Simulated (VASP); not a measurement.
Input of a VASP 6.6.1 run:

Contents of INCAR:

```
SYSTEM = Pt3Pb
ALGO = Fast ; EDIFF = 1E-7
ENCUT = 520 ; GGA = CA
ISIF = 2 ; ISMEAR = -1
LASPH = .TRUE. ; LCHARG = .TRUE.
LELF = .TRUE. ; LREAL = .FALSE.
LVHAR = .TRUE. ; LWAVE = .FALSE.
NBANDS = 30 ; NELM = 100
PREC = Accurate ; SIGMA = 0.15
```

The input KPOINTS:

```
k-points
0
G
  10 10 10
  0 0 0
```

The input POSCAR:

```
Pt3Pb
1.0
    4.0404477632      0.0000000000      0.0000000000
    0.0000000000      4.0404477632      0.0000000000
    0.0000000000      0.0000000000      4.0404477632
Pt Pb
3 1
Direct
    0.0000000000      0.5000000000      0.5000000000
    0.5000000000      0.0000000000      0.5000000000
    0.5000000000      0.5000000000      0.0000000000
    0.0000000000      0.0000000000      0.0000000000
```

Potentials or basis: VASP PAW LDA potentials, release 64 (Pt, Pb_d).

Run with:

```console
$ cat potpaw_LDA.64/Pt/POTCAR potpaw_LDA.64/Pb_d/POTCAR > POTCAR
$ mpirun -np 1 vasp_std > vasp.out
```

Problem. Estimate the band gap on the k mesh.

Solution. Zero (bands 22 and 23 overlap by 0.44 eV).

Problem. Predict the pressure.

Solution. 0.7 GPa.

Caveat: spin-orbit coupling is left out, which moves the levels of the heavy elements.
